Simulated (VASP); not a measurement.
# LiC2 (P-6m2) in VASP: a series of runs

Runs on LiC2. Level: PBE. Tasks: single point, relaxation of cell and atoms.

All numbers are computed with VASP 6.6.1; they aren't measurements. Logs are shortened: lines on timing, memory, paths and dates and some standing lists are left out, and cuts for length are marked.

## 1. The cell of the first run

It takes space group P-6m2 (No. 187, hexagonal). Conventional cell: a = 3.645 Å, b = 3.645 Å, c = 3.500 Å, α = 90.00°, β = 90.00°, γ = 120.00°. Li (site symmetry -6m2) has 12 C at 2.38 to 3.18 Å within 3.2 Å. C (site symmetry 3m) has 1 C at 1.26 Å within 1.7 Å.

The cell was built from a structure type or drawn by symmetry, and may not be a known phase.

## 2. Single point, PBE

File INCAR:

```
SYSTEM = LiC2
PREC = Accurate
ENCUT = 520
EDIFF = 1E-6
ISMEAR = 0
SIGMA = 0.1
LREAL = .False.
LASPH = .True.
NELM = 100
ALGO = Normal
ISIF = 2
LWAVE = .False.
LCHARG = .False.
GGA = PE
NBANDS = 12
```

File KPOINTS:

```
regular mesh
0
Gamma
  12 12 14
  0 0 0
```

File POSCAR:

```
LiC2
1.0
    3.6446768629      0.0000000000      0.0000000000
   -1.8223384315      3.1563827519      0.0000000000
    0.0000000000      0.0000000000      3.4996164693
Li C
1 2
Direct
    0.0000000000      0.0000000000      0.0000000000
    0.6666666667      0.3333333333      0.6807052893
    0.6666666667      0.3333333333      0.3192947107
```

Potentials or basis: VASP PAW PBE potentials, release 64 (Li_sv, C).

The run is started by

```sh
$ cat potpaw_PBE.64/Li_sv/POTCAR potpaw_PBE.64/C/POTCAR > POTCAR
$ mpirun -np 1 vasp_std > vasp.out
```

OUTCAR:

```text
SYSTEM = LiC2
   PREC = Accurate
   ENCUT = 520
   EDIFF = 1E-6
   ISMEAR = 0
   LREAL = .False.
   LASPH = .True.
   NELM = 100
   ISIF = 2
   GGA = PE

 ion  position               nearest neighbor table
   1  0.000  0.000  0.000-
   2  0.667  0.333  0.681-   3 1.26
   3  0.667  0.333  0.319-   2 1.26

  LATTYP: Found a hexagonal cell.
 ALAT       =     3.6446768629
 C/A-ratio  =     0.9601993814

  Lattice vectors:

 A1 = (   3.6446768629,   0.0000000000,   0.0000000000)
 A2 = (  -1.8223384315,   3.1563827519,   0.0000000000)
 A3 = (   0.0000000000,   0.0000000000,   3.4996164693)

Analysis of symmetry for initial positions (statically):
=====================================================================
 Subroutine PRICEL returns:
 Original cell was already a primitive cell.

 Routine SETGRP: Setting up the symmetry group for a
 hexagonal supercell.

 Subroutine GETGRP returns: Found 12 space group operations
 (whereof 12 operations were pure point group operations)
 out of a pool of 24 trial point group operations.

The static configuration has the point symmetry D_3h.

Analysis of symmetry for dynamics (positions and initial velocities):
=====================================================================
 Subroutine PRICEL returns:
 Original cell was already a primitive cell.

 Routine SETGRP: Setting up the symmetry group for a
 hexagonal supercell.

 Subroutine GETGRP returns: Found 12 space group operations
 (whereof 12 operations were pure point group operations)
 out of a pool of 24 trial point group operations.

The dynamic configuration has the point symmetry D_3h.

 Subroutine INISYM returns: Found 12 space group operations
 (whereof 12 operations are pure point group operations),
 and found     1 'primitive' translations

----------------------------------------------------------------------------------------

                                     Primitive cell

  volume of cell :      40.2596

  direct lattice vectors                    reciprocal lattice vectors
     3.644676863  0.000000000  0.000000000     0.274372746  0.158409179  0.000000000
    -1.822338431  3.156382752  0.000000000     0.000000000  0.316818358  0.000000000
     0.000000000  0.000000000  3.499616469     0.000000000  0.000000000  0.285745598

  length of vectors
     3.644676863  3.644676863  3.499616469     0.316818358  0.316818358  0.285745598

  position of ions in fractional coordinates (direct lattice)
     0.000000000  0.000000000  0.000000000
     0.666666667  0.333333333  0.680705289
     0.666666667  0.333333333  0.319294711

  ion indices of the primitive-cell ions
   primitive index   ion index
                 1           1
                 2           2
                 3           3

----------------------------------------------------------------------------------------

 KPOINTS: regular mesh

Automatic generation of k-mesh.
 Grid dimensions read from file:
 generate k-points for:   12   12   14

 Generating k-lattice:

  Cartesian coordinates                     Fractional coordinates (reciprocal lattice)
     0.022864396  0.013200765  0.000000000     0.083333333  0.000000000  0.000000000
     0.000000000  0.026401530  0.000000000     0.000000000  0.083333333  0.000000000
     0.000000000  0.000000000  0.020410400     0.000000000  0.000000000  0.071428571

  Length of vectors
     0.026401530  0.026401530  0.020410400

  Shift w.r.t. Gamma in fractional coordinates (k-lattice)
     0.000000000  0.000000000  0.000000000

 Subroutine IBZKPT returns following result:
 ===========================================

 Found    152 irreducible k-points:

 Following reciprocal coordinates:
            Coordinates               Weight
  0.000000  0.000000  0.000000      1.000000
  0.083333 -0.000000  0.000000      6.000000
  0.166667 -0.000000  0.000000      6.000000
  0.250000 -0.000000  0.000000      6.000000
  0.333333 -0.000000  0.000000      6.000000
  0.416667 -0.000000  0.000000      6.000000
[... 16 lines left out ...]
  0.250000 -0.000000  0.071429     12.000000
  0.333333 -0.000000  0.071429     12.000000
 [... further k-points ...]
   k-points           NKPTS =    152   k-points in BZ     NKDIM =    152   number of bands    NBANDS=     12
   number of dos      NEDOS =    301   number of ions     NIONS =      3
   total plane-waves  NPLWV =  21952
   dimension x,y,z NGX =    28 NGY =   28 NGZ =   28
   dimension x,y,z NGXF=    56 NGYF=   56 NGZF=   56
   ions per type =               1   2
   NGX,Y,Z   is equivalent  to a cutoff of  12.77, 12.77, 13.30 a.u.
   NGXF,Y,Z  is equivalent  to a cutoff of  25.54, 25.54, 26.60 a.u.
 SYSTEM =  LiC2
   PREC   = accura    normal or accurate (medium, high low for compatibility)
   ISTART =      0    job   : 0-new  1-cont  2-samecut
   ICHARG =      2    charge: 1-file 2-atom 10-const
   ISPIN  =      1    spin polarized calculation?
   LNONCOLLINEAR =      F non collinear calculations
   LSORBIT =      F    spin-orbit coupling
   LASPH  =      T    aspherical Exc in radial PAW
   ENCUT  =  520.0 eV  38.22 Ry    6.18 a.u.   6.78  6.78  6.51*2*pi/ulx,y,z
   NELM   =    100;   NELMIN=  2; NELMDL= -5     # of ELM steps
   EDIFF  = 0.1E-05   stopping-criterion for ELM
   LREAL  =      F    real-space projection
   EDIFFG = 0.1E-04   stopping-criterion for IOM
   NSW    =      0    number of steps for IOM
   IBRION =     -1    ionic relax: 0-MD 1-quasi-New 2-CG
   NFREE  =      0    steps in history (QN), initial steepest desc. (CG)
   ISIF   =      2    stress and relaxation
   ISYM   =      2    0-nonsym 1-usesym 2-fastsym
   POTIM  = 0.5000    time-step for ionic-motion
   TEBEG  =    0.0;   TEEND  =   0.0 temperature during run
   PSTRESS=    0.0 pullay stress
   NELECT =      11.0000    total number of electrons
   NUPDOWN=      -1.0000    fix difference up-down
   EMIN   =  10.00;   EMAX   =-10.00  energy-range for DOS
   EFERMI =   0.00;   METHOD = LEGACY
   ISMEAR =     0;   SIGMA  =   0.10  broadening in eV -4-tet -1-fermi 0-gaus
   EFERMI_NEDOS =   21; number of points for ismear=-14 and -15
   IALGO  =     38    algorithm
   IMIX   =      4    mixing-type and parameters
     AMIX     =   0.40;   BMIX     =  1.00
     AMIX_MAG =   1.60;   BMIX_MAG =  1.00
  volume/ion in A,a.u.               =      13.42        90.56
  Fermi-wavevector in a.u.,A,eV,Ry     =   1.062305  2.007466 15.354073  1.128493
  Thomas-Fermi vector in A             =   2.197751
   LORBIT       =      0    0 simple, 1 ext, 2 COOP (PROOUT), +10 PAW based schemes
   GGA     = PE    functional components
   LHFCALC =     F    Hartree Fock is set to
   AEXX    =    0.0000 exact exchange contribution
   IVDW    =     0    specifies the selected vdW correction
   LEPSILON=     F    determine dielectric tensor
   LRPA    =     F    only Hartree local field effects (RPA)
 non-spin polarized calculation
 Gauss-broadening in eV      SIGMA  =   0.10
  energy-cutoff  :      520.00
  volume of cell :       40.26
 maximum number of plane-waves:      1117
 NGX is ok and might be reduce to    28

 number of electron      10.9999999 magnetization

 Free energy of the ion-electron system (eV)
  ---------------------------------------------------
  ext. energy  EPLUGINS =         0.00000000
  ---------------------------------------------------
  free energy    TOTEN  =       -16.54677268 eV

  energy without entropy =      -16.54454384  energy(sigma->0) =      -16.54565826

 E-fermi :   0.9578     XC(G=0):  -8.3924

 val. band max:        0.9467703385   @ k =   0.3333   0.3333   0.2143
 cond. band min:       1.0026648461   @ k =   0.0833   0.0833   0.2857
 fundamental gap:      0.0558945076
 Fermi energy:         0.9578288013

 k-point     1 :       0.0000    0.0000    0.0000
  band No.  band energies     occupation
      1     -44.8185      2.00000
      2     -13.1372      2.00000
      3      -4.0181      2.00000
      4      -1.3265      2.00000
      5      -1.2415      2.00000
      6      -1.2415      2.00000
      7       6.2721      0.00000
      8       7.5725      0.00000
      9       7.5725      0.00000
     10      10.2083      0.00000
     11      10.2083      0.00000
     12      13.5213      0.00000

 k-point     2 :       0.0833   -0.0000    0.0000
  band No.  band energies     occupation
      1     -44.8183      2.00000
      2     -13.1163      2.00000
      3      -4.0086      2.00000
      4      -1.3931      2.00000
      5      -1.2913      2.00000
      6      -1.2806      2.00000
      7       6.4606      0.00000
      8       7.4234      0.00000
      9       7.5499      0.00000
     10       9.9878      0.00000
     11      10.3504      0.00000
     12      13.6902      0.00000

 k-point     3 :       0.1667   -0.0000    0.0000
  band No.  band energies     occupation
      1     -44.8180      2.00000
      2     -13.0581      2.00000
      3      -3.9803      2.00000
      4      -1.7831      2.00000
      5      -1.3847      2.00000
      6      -1.1921      2.00000
      7       6.9188      0.00000
      8       7.0406      0.00000
      9       7.4888      0.00000
     10       9.5533      0.00000
     11      10.7364      0.00000
     12      13.9605      0.00000

 k-point     4 :       0.2500   -0.0000    0.0000
  band No.  band energies     occupation
      1     -44.8175      2.00000
      2     -12.9762      2.00000
      3      -3.9329      2.00000
      4      -2.2764      2.00000
      5      -1.5203      2.00000
      6      -1.0484      2.00000
      7       6.5595      0.00000
      8       7.3487      0.00000
      9       7.4074      0.00000
     10       9.2974      0.00000
     11      11.2501      0.00000
     12      13.9334      0.00000

 k-point     5 :       0.3333   -0.0000    0.0000
  band No.  band energies     occupation
      1     -44.8171      2.00000
      2     -12.8910      2.00000
      3      -3.8645      2.00000
      4      -2.7508      2.00000
      5      -1.6493      2.00000
      6      -0.8934      2.00000
      7       6.1079      0.00000
      8       7.3282      0.00000
      9       7.4477      0.00000
     10       9.4426      0.00000
     11      11.7260      0.00000
     12      14.0118      0.00000
[... 228 lines left out ...]
      1     -44.8182      2.00000
      2     -13.0960      2.00000
      3      -4.2443      2.00000
      4      -1.3871      2.00000
      5      -1.2450      2.00000
      6      -1.0064      2.00000
      7       6.5068      0.00000
      8       7.2426      0.00000
      9       7.3666      0.00000
     10      10.0472      0.00000
     11      10.4348      0.00000
     12      13.0248      0.00000

 k-point    22 :       0.1667   -0.0000    0.0714
  band No.  band energies     occupation
      1     -44.8179      2.00000
      2     -13.0381      2.00000
      3      -4.2056      2.00000
      4      -1.7879      2.00000
      5      -1.3481      2.00000
      6      -0.9020      2.00000
      7       6.7706      0.00000
      8       7.0323      0.00000
      9       7.2908      0.00000
     10       9.6077      0.00000
     11      10.8430      0.00000
     12      13.4861      0.00000

 k-point    23 :       0.2500   -0.0000    0.0714
  band No.  band energies     occupation
      1     -44.8174      2.00000
      2     -12.9563      2.00000
      3      -4.1441      2.00000
      4      -2.2813      2.00000
      5      -1.4826      2.00000
      6      -0.7673      2.00000
      7       6.3038      0.00000
      8       7.1928      0.00000
      9       7.4334      0.00000
     10       9.3604      0.00000
     11      11.3907      0.00000
     12      13.8778      0.00000

 k-point    24 :       0.3333   -0.0000    0.0714
  band No.  band energies     occupation
      1     -44.8170      2.00000
      2     -12.8714      2.00000
      3      -4.0637      2.00000
      4      -2.7519      2.00000
      5      -1.6106      2.00000
      6      -0.6242      2.00000
      7       5.8323      0.00000
      8       7.0999      0.00000
      9       7.5568      0.00000
     10       9.5077      0.00000
     11      11.9076      0.00000
     12      14.1153      0.00000

 [... further k-points ...]

------------------------ aborting loop because EDIFF is reached ----------------------------------------

  FORCE on cell =-STRESS in cart. coord.  units (eV):
  Direction    XX          YY          ZZ          XY          YZ          ZX
  --------------------------------------------------------------------------------------
  -------------------------------------------------------------------------------------
  Total       -0.0137756     -0.0137756      0.1205707      0.0000000      0.0000000      0.0000000
  in kB       -0.5482176     -0.5482176      4.7982524      0.0000000      0.0000000      0.0000000
  external PRESSURE =       1.2339391 kB  Pullay stress =       0.0000000 kB

 VOLUME and BASIS-vectors are now :
 -----------------------------------------------------------------------------
  energy-cutoff  :      520.00
  volume of cell :       40.26
      direct lattice vectors                 reciprocal lattice vectors
     3.644676863  0.000000000  0.000000000     0.274372746  0.158409179  0.000000000
    -1.822338431  3.156382752  0.000000000     0.000000000  0.316818358  0.000000000
     0.000000000  0.000000000  3.499616469     0.000000000  0.000000000  0.285745598

 POSITION                                       TOTAL-FORCE (eV/Angst)
 -----------------------------------------------------------------------------------
      0.00000      0.00000      0.00000        -0.000000      0.000000      0.000000
      1.82234      1.05213      2.38221         0.000000     -0.000000      0.108739
      1.82234      1.05213      1.11741         0.000000     -0.000000     -0.108739
 -----------------------------------------------------------------------------------
    total drift:                               -0.000000      0.000000      0.000000

  FREE ENERGIE OF THE ION-ELECTRON SYSTEM (eV)
  ---------------------------------------------------
  free  energy   TOTEN  =       -16.5467726775 eV

  energy  without entropy=      -16.5445438413  energy(sigma->0) =      -16.54565826
```

Run time: 46 s. Hardware: 1 thread of Intel Xeon Platinum 8259CL at 2.50GHz (Skylake/Cascade Lake), shared host; peak memory 0.19 GiB.

What came out:

```
Free energy            : -16.5468 eV
Largest force          : 0.109 eV/Å
Band gap on the k mesh : zero (an odd number of electrons rules out a gap without spin polarisation)
```

Forces on the atoms (eV/Å):
```
Li   0.000  0.000  0.000
C    0.000  0.000  0.109
C    0.000  0.000 -0.109
```

Caveat: the cutoff is under 1.25 times the usual one of these potentials, so pressure, stress and relaxed cells hold a basis-set (Pulay) error.

## 3. Single point, PBE

This run uses another cell than the first one: it holds 6 atoms, not 3.

File INCAR:

```
SYSTEM = LiC2
ALGO = Normal
EDIFF = 1E-6
ENCUT = 520
GGA = PE
ISIF = 2
ISMEAR = 0
LASPH = .TRUE.
LCHARG = .FALSE.
LREAL = .FALSE.
LWAVE = .FALSE.
NBANDS = 20
NELM = 80
PREC = Accurate
SIGMA = 0.2
```

File KPOINTS:

```
k-points
0
G
  6 6 4
  0 0 0
```

File POSCAR:

```
LiC2
1.0
    0.0000000000      0.0000000000      3.4996164693
    3.6446768629      0.0000000000      0.0000000000
   -0.0000000001      6.3127655038      0.0000000000
Li C
2 4
Direct
    1.0000000000      1.0000000000      0.0000000000
    1.0000000000      0.5000000000      0.5000000000
    0.6807052893      0.5000000000      0.1666666667
    0.6807052893      1.0000000000      0.6666666667
    0.3192947107      0.5000000000      0.1666666667
    0.3192947107      1.0000000000      0.6666666667
```

Potentials or basis: VASP PAW PBE potentials, release 64 (Li_sv, C).

The run is started by

```sh
$ cat potpaw_PBE.64/Li_sv/POTCAR potpaw_PBE.64/C/POTCAR > POTCAR
$ mpirun -np 1 vasp_std > vasp.out
```

Wall time 55 s (1 thread of Intel Xeon Platinum 8259CL at 2.50GHz (Skylake/Cascade Lake), shared host); peak memory 0.21 GiB.

The run converged. Its results:

| Item | Value |
| --- | --- |
| Free energy | -33.1624 eV |
| Largest force | 0.215 eV/Å |
| Band gap on the k mesh | zero (bands 11 and 12 overlap by 3.47 eV) |

Forces on the atoms (eV/Å):
```
Li   0.000  0.000  0.000
Li   0.000  0.000  0.000
C    0.000  0.000  0.215
C    0.000  0.000  0.215
C    0.000  0.000 -0.215
C    0.000  0.000 -0.215
```

Levels at points of the mesh, in eV from the Fermi level:
| k point | band 7 | band 8 | band 9 | band 10 | band 11 | band 12 | band 13 | band 14 | band 15 | band 16 |
| --- | --- | --- | --- | --- | --- | --- | --- | --- | --- | --- |
| (0.00, 0.00, 0.00) | -4.10 | -2.60 | -2.15 | -2.07 | -2.07 | -1.55 | 4.85 | 5.45 | 6.43 | 6.48 |
| (0.50, 0.00, 0.00) | -3.06 | -1.53 | -1.16 | -1.16 | 0.81 | 1.12 | 1.81 | 2.89 | 3.84 | 3.84 |
| (0.00, 0.50, 0.00) | -3.74 | -3.74 | -3.06 | -3.06 | -1.55 | -1.55 | 5.14 | 5.14 | 6.04 | 6.04 |
| (0.50, 0.50, 0.00) | -2.77 | -2.77 | -1.96 | -1.96 | 1.32 | 1.32 | 1.88 | 1.88 | 2.51 | 2.51 |
| (0.00, 0.00, 0.50) | -3.10 | -3.10 | -2.35 | -2.35 | -1.87 | -1.87 | 5.74 | 5.74 | 6.53 | 6.53 |
| (0.50, 0.00, 0.50) | -2.28 | -2.28 | -1.35 | -1.35 | 1.48 | 1.48 | 2.29 | 2.29 | 3.32 | 3.32 |
| (0.00, 0.50, 0.50) | -4.10 | -4.10 | -2.60 | -2.60 | -1.55 | -1.55 | 4.85 | 4.85 | 6.43 | 6.43 |
| (0.50, 0.50, 0.50) | -3.06 | -3.06 | -1.53 | -1.53 | 1.12 | 1.12 | 1.81 | 1.81 | 2.89 | 2.89 |

Caveat: the cutoff is under 1.25 times the usual one of these potentials, so pressure, stress and relaxed cells hold a basis-set (Pulay) error.

## 4. Single point, PBE

This run uses another cell than the first one, of 13.38 Å³/atom.

File INCAR:

```
  PREC = Accurate
  ENCUT = 520
  EDIFF = 1E-6
  ISMEAR = 0
  SIGMA = 0.1
  LREAL = F
  LASPH = T
  NELM = 100
  ALGO = Normal
  ISIF = 2
  LWAVE = F
  LCHARG = F
  GGA = PE
  NBANDS = 12
```

File KPOINTS:

```
regular mesh
0
Gamma
  18 18 12
```

File POSCAR:

```
LiC2
1.0
    3.6408705619      0.0000000000      0.0000000000
   -1.8204352810      3.1530863985      0.0000000000
    0.0000000000      0.0000000000      3.4967822512
Li C
1 2
Direct
    0.0000000000      0.0000000000      0.0000000000
    0.6666666667      0.3333333333      0.6807343511
    0.6666666667      0.3333333333      0.3192656489
```

The run is started by

```sh
$ cat potpaw_PBE.64/Li_sv/POTCAR potpaw_PBE.64/C/POTCAR > POTCAR
$ mpirun -np 1 vasp_std > vasp.out
```

Run time: 78 s. Hardware: 1 thread of Intel Xeon Platinum 8259CL at 2.50GHz (Skylake/Cascade Lake), shared host; peak memory 0.23 GiB.

It converged, with:

* Free energy: -16.5417 eV
* Largest force: 0.107 eV/Å
* Band gap on the k mesh: zero (an odd number of electrons rules out a gap without spin polarisation)

Forces in eV/Å, atoms in the order of the input:
```
Li   0.000  0.000  0.000
C    0.000  0.000  0.107
C    0.000  0.000 -0.107
```

Levels at points of the mesh, in eV from the Fermi level:
| k point | band 2 | band 3 | band 4 | band 5 | band 6 | band 7 | band 8 | band 9 | band 10 | band 11 |
| --- | --- | --- | --- | --- | --- | --- | --- | --- | --- | --- |
| (0.00, 0.00, 0.00) | -14.25 | -5.14 | -2.43 | -2.36 | -2.36 | 5.17 | 6.47 | 6.47 | 9.11 | 9.11 |
| (0.50, 0.00, 0.00) | -13.92 | -4.84 | -4.40 | -2.89 | -1.83 | 4.56 | 6.15 | 6.20 | 8.72 | 11.04 |
| (0.00, 0.00, 0.50) | -13.78 | -7.84 | -1.44 | -1.44 | 0.53 | 3.55 | 3.55 | 7.00 | 8.43 | 11.25 |
| (0.50, 0.00, 0.50) | -13.47 | -7.40 | -3.36 | -1.81 | 0.83 | 1.53 | 2.60 | 7.77 | 9.39 | 11.18 |

Caveat: the cutoff is under 1.25 times the usual one of these potentials, so pressure, stress and relaxed cells hold a basis-set (Pulay) error.

[end of part 1 of 2]
